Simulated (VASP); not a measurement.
MgO:

```
CELL_PARAMETERS angstrom
3.52060 0.00000 0.00000
-1.76030 3.04893 0.00000
0.00000 0.00000 4.23859
ATOMIC_POSITIONS crystal
Mg 0.33333 0.66667 0.25000
Mg 0.66667 0.33333 0.75000
O 0.66667 0.33333 0.25000
O 0.33333 0.66667 0.75000
```

| Item | Value |
| --- | --- |
| Program | VASP 6.6.1 |
| Task | relaxation of cell and atoms |
| Functional | LDA |
| Potentials or basis | VASP PAW LDA potentials, release 64 (Mg, O) |
| Cutoff | 600 eV |
| k mesh | 12 × 12 × 6 |
| Occupations | fermi-dirac, width 0.02 eV |
| Spin | no spin polarisation |

At the start: pressure -9.9 GPa; volume 11.37 Å³/atom.

Task: How do energy, volume and symmetry change on relaxing?

Result: Over 3 steps the energy falls by 28.2 meV/atom and the volume is 10.52 Å³/atom (-7.5 %); space group P6_3/mmc (No. 194, to 0.05 Å).

Step by step:
| step | energy change (eV) | largest force (eV/Å) | pressure (GPa) | volume (Å³) |
| --- | --- | --- | --- | --- |
| 1 | 0.0000 | 0.0000 | -9.94 | 45.50 |
| 2 | -0.0994 | 0.0000 | 4.12 | 41.01 |
| 3 | -0.1129 | 0.0000 | 0.00 | 42.09 |

Final structure:
```
Mg O
1.0
     3.43324    0.00000    0.00000
    -1.71662    2.97327    0.00000
     0.00000    0.00000    4.12302
Mg O
2 2
Direct
  0.33333 0.66667 0.25000
  0.66667 0.33333 0.75000
  0.66667 0.33333 0.25000
  0.33333 0.66667 0.75000
```
